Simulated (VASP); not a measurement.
**Ta: single point with PBEsol+D4**

Ta:

```xyz
1
Lattice="-1.6350 1.6350 1.6350 1.6350 -1.6350 1.6350 1.6350 1.6350 -1.6350" Properties=species:S:1:pos:R:3 pbc="T T T"
Ta    0.0000    0.0000    0.0000
```

```json
{
  "Program": "VASP 6.6.1",
  "Task": "single point",
  "Functional": "PBEsol",
  "Dispersion": "D4",
  "Potentials or basis": "VASP PAW PBE potentials, release 64 (Ta_pv)",
  "Cutoff": "520 eV",
  "k mesh": "11 × 11 × 11",
  "Occupations": "fermi-dirac, width 0.05 eV",
  "Spin": "no spin polarisation",
  "Dipole correction": "no",
  "Further INCAR settings": "ALGO = Normal; EDIFF = 1e-06; NBANDS = 12"
}
```

| Property | Result |
| --- | --- |
| Pressure | 0.4 GPa |
| Dispersion energy per atom | -0.191 eV |

Levels at points of the mesh, in eV from the Fermi level:
| k point | band 3 | band 4 | band 5 | band 6 | band 7 | band 8 |
| --- | --- | --- | --- | --- | --- | --- |
| (0.00, 0.00, 0.00) | -32.90 | -8.04 | 0.72 | 0.72 | 0.72 | 4.10 |

Wall time 4.1 s on 1 thread of Intel(R) Xeon(R) 6975P-C (Granite Rapids), with other jobs on the host, peak memory 0.14 GiB.

Caveat: the PAW data sets were made with another functional, which shifts forces and pressure a little; spin-orbit coupling is left out, which moves the levels of the heavy elements; pairwise dispersion overbinds metals, which lowers pressure and volume.
